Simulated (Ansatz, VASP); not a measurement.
**ZnCu2SnS4: VASP beside Ansatz**

```
Cu Zn Sn S
1.0
     0.00000    5.49416    0.00000
     5.49416    0.00000    0.00000
     2.74708    2.74708   -5.48466
Cu Zn Sn S
2 1 1 4
Cartesian
  0.0000 0.0000 0.0000
  2.7471 5.4942 -2.7423
  5.4942 2.7471 -2.7423
  2.7471 2.7471 0.0000
  6.9018 4.0844 -4.0783
  1.3373 1.3395 -1.4064
  4.0866 6.9040 -4.0783
  4.1569 4.1547 -1.4064
```

Alike in both runs: task single point; functional PBE; k mesh 5 × 5 × 5; occupations fermi-dirac, width 0.0175 eV; no spin polarisation.

|  | VASP | Ansatz |
| --- | --- | --- |
| version | VASP 6.6.1 | Ansatz 0.2.0 |
| potentials or method | VASP PAW PBE potentials, release 64 (Cu, Zn, Sn_d, S), cutoff 520 eV | PAW plane waves |
| valence electrons in the cell | 72 | 88 |

Ansatz gave:

```
pressure (GPa)                                                : -0.4
traceless stress, the component that is largest in VASP (GPa) : -0.07
rms of the force components (eV/Å)                            : 0.202
```

Question: Estimate VASP's values.

Answer: Pressure (GPa): -0.3; traceless stress, the component that is largest in VASP (GPa): -0.07; rms of the force components (eV/Å): 0.189.

Atom by atom the forces differ by 0.015 eV/Å (rms over components). With one functional, cell and mesh, what is left measures potentials, basis and numerics. VASP's potentials hold 72 valence electrons a cell and Ansatz's 88, so a difference there can come from the potentials and not from the codes.
